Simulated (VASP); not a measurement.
# AlAs (F-43m) in VASP: a series of runs, part 4 of 4

VASP 6.6.1. The steps go on from the part before.

## (6) Single point, r2SCAN

This run uses another cell than the first one, of 22.88 Å³/atom.

POSCAR

```
AlAs
1.0
    0.0000000000      2.8389251754      2.8389251754
    2.8389251754      0.0000000000      2.8389251754
    2.8389251754      2.8389251754      0.0000000000
Al As
1 1
Direct
    0.0000000000      0.0000000000      0.0000000000
    0.2500000000      0.2500000000      0.2500000000
```

INCAR.step1

```
SYSTEM = AlAs
PREC     = Accurate       ! precision mode
ENCUT    = 550            ! plane-wave cutoff, eV
ISMEAR   = 0              ! smearing method
SIGMA    = 0.01           ! smearing width, eV
LREAL    = .False.        ! projectors in reciprocal space
LASPH    = .True.         ! aspherical terms in the spheres
NELM     = 120            ! most SCF steps
NBANDS   = 11             ! bands
GGA      = PE             ! functional
ALGO     = Normal         ! electronic algorithm
EDIFF    = 1E-5           ! SCF threshold, eV
LWAVE    = .True.         ! write WAVECAR
LCHARG   = .False.        ! write CHGCAR
GGA_COMPAT= .False.
```

INCAR.step2

```
SYSTEM = AlAs
PREC     = Accurate       ! precision mode
ENCUT    = 550            ! plane-wave cutoff, eV
EDIFF    = 1E-6           ! SCF threshold, eV
ISMEAR   = 0              ! smearing method
SIGMA    = 0.01           ! smearing width, eV
LREAL    = .False.        ! projectors in reciprocal space
LASPH    = .True.         ! aspherical terms in the spheres
NELM     = 120            ! most SCF steps
ALGO     = Normal         ! electronic algorithm
ISIF     = 2              ! what is computed and relaxed
LWAVE    = .False.        ! write WAVECAR
LCHARG   = .False.        ! write CHGCAR
METAGGA  = R2SCAN         ! meta-GGA
LMIXTAU  = .True.       
NBANDS   = 11             ! bands
ISTART   = 1            
GGA_COMPAT= .False.
```

KPOINTS

```
regular mesh
0
Gamma
  8 8 8
  0 0 0
```

Potentials or basis: VASP PAW PBE potentials, release 64 (Al, As).

Started as:

```sh
$ cat potpaw_PBE.64/Al/POTCAR potpaw_PBE.64/As/POTCAR > POTCAR
$ cp INCAR.step1 INCAR
$ mpirun -np 1 vasp_std > vasp.out
$ cp INCAR.step2 INCAR
$ mpirun -np 1 vasp_std > vasp.out
```

OUTCAR:

```text
SYSTEM = AlAs
   PREC = Accurate
   ENCUT = 550
   EDIFF = 1E-6
   ISMEAR = 0
   LREAL = .False.
   LASPH = .True.
   NELM = 120
   ISIF = 2
   METAGGA = R2SCAN
   ISTART = 1

 ion  position               nearest neighbor table
   1  0.000  0.000  0.000-   2 2.46   2 2.46   2 2.46   2 2.46
   2  0.250  0.250  0.250-   1 2.46   1 2.46   1 2.46   1 2.46

  LATTYP: Found a face centered cubic cell.
 ALAT       =     5.6778503508

  Lattice vectors:

 A1 = (   0.0000000000,   2.8389251754,   2.8389251754)
 A2 = (   2.8389251754,   0.0000000000,   2.8389251754)
 A3 = (   2.8389251754,   2.8389251754,   0.0000000000)

Analysis of symmetry for initial positions (statically):
=====================================================================
 Subroutine PRICEL returns:
 Original cell was already a primitive cell.

 Routine SETGRP: Setting up the symmetry group for a
 face centered cubic supercell.

 Subroutine GETGRP returns: Found 24 space group operations
 (whereof 24 operations were pure point group operations)
 out of a pool of 48 trial point group operations.

The static configuration has the point symmetry T_d .

Analysis of symmetry for dynamics (positions and initial velocities):
=====================================================================
 Subroutine PRICEL returns:
 Original cell was already a primitive cell.

 Routine SETGRP: Setting up the symmetry group for a
 face centered cubic supercell.

 Subroutine GETGRP returns: Found 24 space group operations
 (whereof 24 operations were pure point group operations)
 out of a pool of 48 trial point group operations.

The dynamic configuration has the point symmetry T_d .

 Subroutine INISYM returns: Found 24 space group operations
 (whereof 24 operations are pure point group operations),
 and found     1 'primitive' translations

----------------------------------------------------------------------------------------

[... 119 lines left out ...]
   AEXX    =    0.0000 exact exchange contribution
   IVDW    =     0    specifies the selected vdW correction
   LEPSILON=     F    determine dielectric tensor
   LRPA    =     F    only Hartree local field effects (RPA)
 non-spin polarized calculation
 Gauss-broadening in eV      SIGMA  =   0.01
  energy-cutoff  :      550.00
  volume of cell :       45.76
 maximum number of plane-waves:      1363
   NGX = 15   NGY = 15   NGZ = 15

 number of electron       8.0000001 magnetization

 Free energy of the ion-electron system (eV)
  ---------------------------------------------------
  ext. energy  EPLUGINS =         0.00000000
  ---------------------------------------------------
  free energy    TOTEN  =       -22.69543814 eV

  energy without entropy =      -22.69543814  energy(sigma->0) =      -22.69543814

 E-fermi :   3.7111     XC(G=0):  -9.4133

 val. band max:        3.5888976610   @ k =   0.0000   0.0000   0.0000
 cond. band min:       5.3944557983   @ k =   0.5000   0.5000   0.0000
 fundamental gap:      1.8055581373
 Fermi energy:         3.7111354024

 k-point     1 :       0.0000    0.0000    0.0000
  band No.  band energies     occupation
      1      -8.6790      2.00000
      2       3.5889      2.00000
      3       3.5889      2.00000
      4       3.5889      2.00000
      5       6.2189      0.00000
      6       8.2827      0.00000
      7       8.2827      0.00000
      8       8.2827      0.00000
      9      13.0922      0.00000
     10      13.0922      0.00000
     11      13.2796      0.00000
[... 309 lines left out ...]
 k-point    24 :      -0.3750    0.2500    0.1250
  band No.  band energies     occupation
      1      -6.9425      2.00000
      2      -1.7438      2.00000
      3       0.8796      2.00000
      4       2.0262      2.00000
      5       7.6824      0.00000
      6       8.2820      0.00000
      7      10.7815      0.00000
      8      11.7705      0.00000
      9      12.5828      0.00000
     10      15.3258      0.00000
     11      16.6911      0.00000

 [... further k-points ...]

------------------------ aborting loop because EDIFF is reached ----------------------------------------

  FORCE on cell =-STRESS in cart. coord.  units (eV):
  Direction    XX          YY          ZZ          XY          YZ          ZX
  --------------------------------------------------------------------------------------
  -------------------------------------------------------------------------------------
  Total       -0.0112759     -0.0112759     -0.0112759      0.0000000      0.0000000     -0.0000000
  in kB       -0.3947952     -0.3947952     -0.3947952      0.0000000      0.0000000     -0.0000000
  external PRESSURE =      -0.3947952 kB  Pullay stress =       0.0000000 kB

 VOLUME and BASIS-vectors are now :
 -----------------------------------------------------------------------------
  energy-cutoff  :      550.00
  volume of cell :       45.76
      direct lattice vectors                 reciprocal lattice vectors
     0.000000000  2.838925175  2.838925175    -0.176122993  0.176122993  0.176122993
     2.838925175  0.000000000  2.838925175     0.176122993 -0.176122993  0.176122993
     2.838925175  2.838925175  0.000000000     0.176122993  0.176122993 -0.176122993

 POSITION                                       TOTAL-FORCE (eV/Angst)
 -----------------------------------------------------------------------------------
      0.00000      0.00000      0.00000         0.000000      0.000000      0.000000
      1.41946      1.41946      1.41946        -0.000000     -0.000000     -0.000000
 -----------------------------------------------------------------------------------
    total drift:                                0.000000      0.000000      0.000000

  FREE ENERGIE OF THE ION-ELECTRON SYSTEM (eV)
  ---------------------------------------------------
  free  energy   TOTEN  =       -22.6954381400 eV

  energy  without entropy=      -22.6954381400  energy(sigma->0) =      -22.69543814
```

OUTCAR.step1:

```text
SYSTEM = AlAs
   PREC = Accurate
   ENCUT = 550
   ISMEAR = 0
   LREAL = .False.
   LASPH = .True.
[... 557 lines left out ...]
      0.00000      0.00000      0.00000        -0.000000     -0.000000     -0.000000
      1.41946      1.41946      1.41946         0.000000      0.000000      0.000000
 -----------------------------------------------------------------------------------
    total drift:                                0.000000      0.000000      0.000000

  FREE ENERGIE OF THE ION-ELECTRON SYSTEM (eV)
  ---------------------------------------------------
  free  energy   TOTEN  =        -9.3796303292 eV

  energy  without entropy=       -9.3796303292  energy(sigma->0) =       -9.37963033
```

Wall time 79 s (1 thread of Intel Xeon 8259CL, shared host); peak memory 0.19 GiB.

Results:

| Quantity | Value |
| --- | --- |
| Free energy | -22.6954 eV |
| Pressure | 0.0 GPa |
| Band gap on the k mesh | 1.81 eV (least direct gap 2.63 eV) |

Levels at points of the mesh, in eV from the valence-band top:
| k point | band 1 | band 2 | band 3 | band 4 | band 5 | band 6 | band 7 | band 8 | band 9 |
| --- | --- | --- | --- | --- | --- | --- | --- | --- | --- |
| (0.00, 0.00, 0.00) | -12.27 | 0.00 | 0.00 | 0.00 | 2.63 | 4.69 | 4.69 | 4.69 | 9.50 |
| (0.50, 0.00, 0.00) | -10.80 | -5.66 | -0.84 | -0.84 | 2.61 | 5.10 | 5.10 | 8.38 | 11.99 |
| (0.50, 0.50, 0.00) | -10.23 | -5.51 | -2.22 | -2.22 | 1.81 | 2.68 | 11.11 | 11.11 | 12.60 |

Caveat: the PAW data sets were made with another functional, which shifts forces and pressure a little.

## (7) Overview

| cell | k mesh | gap on the mesh (eV) | pressure (GPa) |
| --- | --- | --- | --- |
| a = 3.974 Å, angles 60.0°, 2 atoms | 6 × 6 × 6 | 1.76 | 2.5 |
| a = 4.015 Å, angles 60.0°, 2 atoms | 6 × 6 × 6 | 1.80 | 0.0 |
| a = 4.055 Å, angles 60.0°, 2 atoms | 6 × 6 × 6 | 1.85 | -2.1 |
| a = 4.094 Å, angles 60.0°, 2 atoms | 6 × 6 × 6 | 1.89 | -4.0 |
| a = 4.015 Å, angles 60.0°, 2 atoms | 8 × 8 × 8 | 1.81 | 0.0 |

Alike in all rows: task single point; level r2SCAN; potentials or basis VASP PAW PBE potentials, release 64 (Al, As); no spin polarisation; cutoff (eV) 550; smearing gaussian 0.01 eV.

Caveats: the PAW data sets were made with another functional, which shifts forces and pressure a little; the cell stands under tension (at least some runs).

Absolute energies hang on the potentials; compare differences alone.
